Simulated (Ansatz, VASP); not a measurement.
**One calculation of H11C2NO4, two programs**

```
O H C N
1.0
     5.91548    0.00000    0.00000
     0.00000    5.91548    0.00000
     0.00000    0.00000    5.91548
O H C N
4 11 2 1
Direct
  0.41108 0.18745 0.12880
  0.56909 0.77146 0.19501
  0.56947 0.98482 0.77994
  0.27566 0.77619 0.52105
  0.47423 0.33672 0.16021
  0.46656 0.13944 0.97247
  0.55019 0.93868 0.21499
  0.67600 0.70674 0.31069
  0.44775 0.91736 0.68232
  0.60332 0.86491 0.89146
  0.36230 0.76122 0.37528
  0.11539 0.77720 0.48376
  0.26079 0.37215 0.70523
  0.05247 0.31032 0.91872
  0.08845 0.11957 0.68409
  0.08925 0.30003 0.73562
  0.93365 0.42876 0.60553
  0.81634 0.54252 0.49795
```

Alike in both runs: functional LDA; k mesh 1 × 1 × 1; occupations fermi-dirac, width 0.02 eV; no spin polarisation.

Ansatz relaxed the structure, and its values are those at the end. VASP's run is a single point on that final structure, the one shown.

```csv
,VASP,Ansatz
version,VASP 6.6.1,Ansatz 0.2.0
potentials or method,"VASP PAW LDA potentials, release 64 (O, H, C, N), cutoff 520 eV","scalar-relativistic, plane waves, PAW"
valence electrons in the cell,48,48
```

```tsv
	VASP	Ansatz	Ansatz less VASP
rms of the force components (eV/Å)	0.094	0.089	-0.0052
```

LDA's correlation is that of Perdew and Zunger in VASP and of Perdew and Wang (1992) in Ansatz.

Noted on VASP's run: the standard files for N, O and F lose accuracy on very short bonds.
